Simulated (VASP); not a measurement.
Input of a VASP 6.6.1 run:

The input INCAR:

```
ALGO = Normal
EDIFF = 1E-6
ENCUT = 520
GGA = PE
ISIF = 2
ISMEAR = -1
LASPH = True
LCHARG = False
LREAL = False
LWAVE = False
NBANDS = 33
NELM = 80
PREC = Accurate
SIGMA = 0.08
```

Contents of KPOINTS:

```
k-points
0
Gamma
  13 13 13
```

File POSCAR:

```
TiO2
1.0
   -1.8861705213      1.8861705213      4.7410901822
    1.8861705213     -1.8861705213      4.7410901822
    1.8861705213      1.8861705213     -4.7410901822
Ti O
2 4
Direct
    0.0000000000      0.0000000000      0.0000000000
    0.7500000000      0.2500000000      0.5000000000
    0.2066000000      0.2066000000      0.0000000000
    0.9566000000      0.4566000000      0.5000000000
    0.5434000000      0.0434000000      0.5000000000
    0.7934000000      0.7934000000      0.0000000000
```

Potentials or basis: VASP PAW PBE potentials, release 64 (Ti_sv, O).

Command:

```sh
$ cat potpaw_PBE.64/Ti_sv/POTCAR potpaw_PBE.64/O/POTCAR > POTCAR
$ mpirun -np 1 vasp_std > vasp.out
```

Predict the pressure.

9.1 GPa.

Estimate the largest force.

0.430 eV/Å.

Predict the band gap on the k mesh.

2.18 eV, indirect (least direct gap 2.47 eV).

Forces on the atoms (eV/Å):
```
Ti   0.000  0.000  0.000
Ti   0.000  0.000  0.000
O    0.000  0.000  0.430
O    0.000  0.000  0.430
O    0.000  0.000 -0.430
O    0.000  0.000 -0.430
```

 A k mesh can miss the band edges.
